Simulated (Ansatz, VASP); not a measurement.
# Al: VASP beside Ansatz

```
Al
1.0
     0.00000    2.00058    2.00058
     2.00058    0.00000    2.00058
     2.00058    2.00058    0.00000
Al
1
Cartesian
  0.0000 0.0000 0.0000
```

Alike in both runs: task single point; functional PBEsol; k mesh 18 × 18 × 18; occupations gaussian, width 0.1 eV; no spin polarisation.

|  | VASP | Ansatz |
| --- | --- | --- |
| version | VASP 6.6.1 | Ansatz 0.2.0 |
| potentials or method | VASP PAW PBE potentials, release 64 (Al), cutoff 520 eV | scalar-relativistic, plane waves, PAW |
| valence electrons in the cell | 3 | 3 |

|  | VASP | Ansatz | Ansatz less VASP |
| --- | --- | --- | --- |
| gap on the k mesh at the Fermi level (eV) | none | none | - |
| pressure (GPa) | 0.9 | 0.9 | -0.06 |

VASP's potentials were made for PBE, not for PBEsol. A gap of «none» marks a metal or a gap that the smearing closes. With one functional, cell and mesh, what is left measures potentials, basis and numerics.
